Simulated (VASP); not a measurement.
Set up this calculation in VASP 6.6.1, as the native input.

```
Task                   : single point
Functional             : PBE
Potentials or basis    : VASP PAW PBE potentials, release 64 (Zr_sv, B)
Cutoff                 : 520 eV
k mesh                 : 12 × 12 × 9
Occupations            : fermi-dirac, width 0.05 eV
Spin                   : no spin polarisation
Dipole correction      : no
Further INCAR settings : ALGO = Normal; EDIFF = 1e-06; NBANDS = 16
```

The structure of ZrB2 lies in POSCAR:

```
ZrB2
1.0
    3.2270744050      0.0000000000      0.0000000000
   -1.6135372026      2.7947284147      0.0000000000
    0.0000000000      0.0000000000      3.5890371349
Zr B
1 2
Direct
    0.0000000000      0.0000000000      0.0000000000
    0.3333333333      0.6666666667      0.5000000000
    0.6666666667      0.3333333333      0.5000000000
```

This cell differs from its parent crystal: volume scaled by 1.06.

The input as run:

INCAR

```
ALGO = Normal
EDIFF = 1E-6
ENCUT = 520
GGA = PE
ISIF = 2
ISMEAR = -1
LASPH = T
LCHARG = T
LELF = T
LREAL = F
LVHAR = T
LWAVE = F
NBANDS = 16
NELM = 80
PREC = Accurate
SIGMA = 0.05
```

KPOINTS

```
k-points
0
Gamma
  12 12 9
```

Potentials or basis: VASP PAW PBE potentials, release 64 (Zr_sv, B).

The run is started by

```bash
$ cat potpaw_PBE.64/Zr_sv/POTCAR potpaw_PBE.64/B/POTCAR > POTCAR
$ mpirun -np 1 vasp_std > vasp.out
```

Results of the run:

The pressure is -10.4 GPa. The band gap on the k mesh is zero (band 9 reaches 10.67 eV, above the bottom of band 10 at 9.46 eV).

Run time: 17 s on 1 thread of Intel(R) Xeon(R) 6975P-C (Granite Rapids) (shared host), peak memory 0.17 GiB.
